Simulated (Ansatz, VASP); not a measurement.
**One calculation of KBr, two programs**

The input POSCAR:

```
KBr
1.0
    0.0000000000      3.2925000000      3.1608000000
    3.2925000000      0.0000000000      3.1608000000
    3.2925000000      3.2925000000      0.0000000000
K Br
1 1
Direct
    0.0000000000      0.0000000000      0.0000000000
    0.5000000000      0.5000000000      0.5000000000
```

INCAR.step1

```
PREC = Accurate
ENCUT = 520
ISMEAR = 0
SIGMA = 0.05
LREAL = F
LASPH = T
NELM = 100
NBANDS = 15
GGA = PE
ALGO = Normal
EDIFF = 1E-4
LWAVE = T
LCHARG = F
```

File INCAR.step2:

```
PREC = Accurate
ENCUT = 520
EDIFF = 1E-6
ISMEAR = 0
SIGMA = 0.05
LREAL = F
LASPH = T
NELM = 100
ALGO = Normal
ISIF = 2
LWAVE = F
LCHARG = F
METAGGA = R2SCAN
LMIXTAU = T
NBANDS = 15
ISTART = 1
```

KPOINTS

```
regular mesh
0
Gamma
  6 6 6
```

Input for Ansatz:

```yaml
crystal:
  lattice:
    - [0.0, 3.2925, 3.1608]
    - [3.2925, 0.0, 3.1608]
    - [3.2925, 3.2925, 0.0]
  atoms:
    - { symbol: K, position: [0.0, 0.0, 0.0] }
    - { symbol: Br, position: [0.5, 0.5, 0.5] }
basis:
  ecutwfc: 500
kpoints:
  mp_grid: { grid: [6, 6, 6] }
hamiltonian:
  xc: r2scan
scf:
  occupations: { method: gaussian, width: 0.05 }
output:
  forces: true
  stress: true
  eigenvalues: true
```

Change from the starting cell: strain +0.000 along x and y, -0.040 along z, atoms carried along.

Alike in both runs: task single point; functional r2SCAN; k mesh 6 × 6 × 6; occupations gaussian, width 0.05 eV; no spin polarisation.

```csv
,VASP,Ansatz
version,VASP 6.6.1,Ansatz 0.2.0
potentials or method,"VASP PAW PBE potentials, release 64 (K_sv, Br), cutoff 520 eV","scalar-relativistic, plane waves, PAW"
valence electrons in the cell,16,16
```

VASP gave:

```
gap on the k mesh at the Fermi level (eV)                     : 5.19
least direct gap on the mesh (eV)                             : 5.19
pressure (GPa)                                                : 1.0
traceless stress, the component that is largest in VASP (GPa) : 1.32
```

What did Ansatz give for the same quantities?

gap on the k mesh at the Fermi level (eV): 5.19; least direct gap on the mesh (eV): 5.19; pressure (GPa): 1.0; traceless stress, the component that is largest in VASP (GPa): 1.31.

VASP's potentials were made for PBE, not for r2SCAN. The functional is the same, so the differences come from potentials, cutoffs and numerics.
